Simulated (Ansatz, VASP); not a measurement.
Two plane-wave programs on MgS

File INCAR:

```
SYSTEM = MgS
ALGO = Normal ; EDIFF = 1E-6
EDIFFG = -0.01 ; ENCUT = 520
GGA = PS ; IBRION = 2
ISIF = 2 ; ISMEAR = -1
LASPH = .True. ; LCHARG = .False.
LREAL = .False. ; LWAVE = .False.
NELM = 100 ; NSW = 60
PREC = Accurate ; SIGMA = 0.05
```

File KPOINTS:

```
k-points
0
Gamma
  6 6 4
  0 0 0
```

POSCAR

```
MgS
1.0
    4.1960073031      0.0000000000      0.0000000000
   -2.0980036515      3.6338489190      0.0000000000
    0.0000000000      0.0000000000      6.4322941800
S Mg
2 2
Direct
    0.6666666667      0.3333333333      0.8792441500
    0.3333333333      0.6666666667      0.3792441500
    0.3333333333      0.6666666667      0.9957548500
    0.6666666667      0.3333333333      0.4957548500
```

input.yaml

```yaml
crystal:
  lattice:
    - [4.1960073031, 0.0, 0.0]
    - [-2.0980036515, 3.633848919, 0.0]
    - [0.0, 0.0, 6.43229418]
  atoms:
    - { symbol: S, position: [0.6666666667, 0.3333333333, 0.87924415] }
    - { symbol: S, position: [0.3333333333, 0.6666666667, 0.37924415] }
    - { symbol: Mg, position: [0.3333333333, 0.6666666667, 0.99575485] }
    - { symbol: Mg, position: [0.6666666667, 0.3333333333, 0.49575485] }
hamiltonian:
  xc: pbesol
  pseudopotentials: { kind: paw }
kpoints:
  mp_grid: { grid: [6, 6, 4] }
scf:
  occupations: { method: fermi_dirac, width: 0.05 }
output:
  forces: true
  stress: true
  eigenvalues: true
relax:
  f_tol: 0.01
  max_steps: 40
```

Alike in both runs: task relaxation of the atoms; functional PBEsol; k mesh 6 × 6 × 4; occupations fermi-dirac, width 0.05 eV; no spin polarisation.

|  | VASP | Ansatz |
| --- | --- | --- |
| version | VASP 6.6.1 | Ansatz 0.2.0 |
| potentials or method | VASP PAW PBE potentials, release 64 (S, Mg) | Ansatz PAW |
| plane-wave cutoff (eV) | 520 | 420 |
| valence electrons in the cell | 16 | 32 |

|  | VASP | Ansatz | Ansatz less VASP |
| --- | --- | --- | --- |
| gap on the k mesh at the Fermi level, each at its own relaxed structure (eV) | 2.80 | 2.80 | -0.001 |

VASP's potentials were made for PBE, not for PBEsol. VASP's potentials hold 16 valence electrons a cell and Ansatz's 32, so a difference there can come from the potentials and not from the codes.
